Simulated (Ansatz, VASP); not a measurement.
# One calculation of ScAl3N4, two programs

```
Al Sc N
1.0
     6.48562   -0.00880   -0.00458
    -3.25043    5.61231    0.00458
    -0.00707    0.00408   10.20912
Al Sc N
12 4 16
Direct
  0.33714 0.16286 0.75097
  0.16710 0.83091 0.99700
  0.32828 0.66695 0.24590
  0.16450 0.83109 0.50233
  0.33723 0.67420 0.75517
  0.66909 0.33290 0.99700
  0.83305 0.17172 0.24590
  0.66891 0.33550 0.50233
  0.82580 0.16277 0.75517
  0.66604 0.83396 0.00049
  0.83807 0.66193 0.24583
  0.83337 0.66663 0.75256
  0.16622 0.33378 0.98968
  0.33735 0.16265 0.24799
  0.16231 0.33769 0.50225
  0.66581 0.83419 0.49301
  0.16027 0.33973 0.19757
  0.34050 0.15950 0.45352
  0.16604 0.33396 0.71345
  0.34495 0.15505 0.93996
  0.15706 0.81432 0.18306
  0.32145 0.67856 0.43266
  0.16457 0.83006 0.69277
  0.34547 0.68918 0.94037
  0.68568 0.34294 0.18306
  0.82144 0.17855 0.43266
  0.66994 0.33543 0.69277
  0.81082 0.15453 0.94037
  0.66802 0.83198 0.19346
  0.84344 0.65656 0.43597
  0.66722 0.83278 0.69966
  0.83287 0.66713 0.94109
```

Alike in both runs: functional PBE; k mesh 4 × 4 × 3; no spin polarisation.

Ansatz relaxed the structure, and its values are those at the end. VASP's run is a single point on that final structure, the one shown.

```csv
,VASP,Ansatz
version,VASP 6.6.1,Ansatz 0.2.0
potentials or method,"VASP PAW PBE potentials, release 64 (Al, Sc_sv, N)","scalar-relativistic, plane waves, PAW"
plane-wave cutoff (eV),520,420
occupations,"gaussian, width 0.01 eV",fixed
valence electrons in the cell,160,160
```

```csv
,VASP,Ansatz,Ansatz less VASP
gap on the k mesh at the Fermi level (eV),3.58,3.57,-0.007
least direct gap on the mesh (eV),3.59,3.59,-0.008
pressure (GPa),-0.7,-0.8,-0.08
rms of the force components (eV/Å),0.024,0.001,-0.0232
```

Ansatz's warnings: stress scf threshold loose.
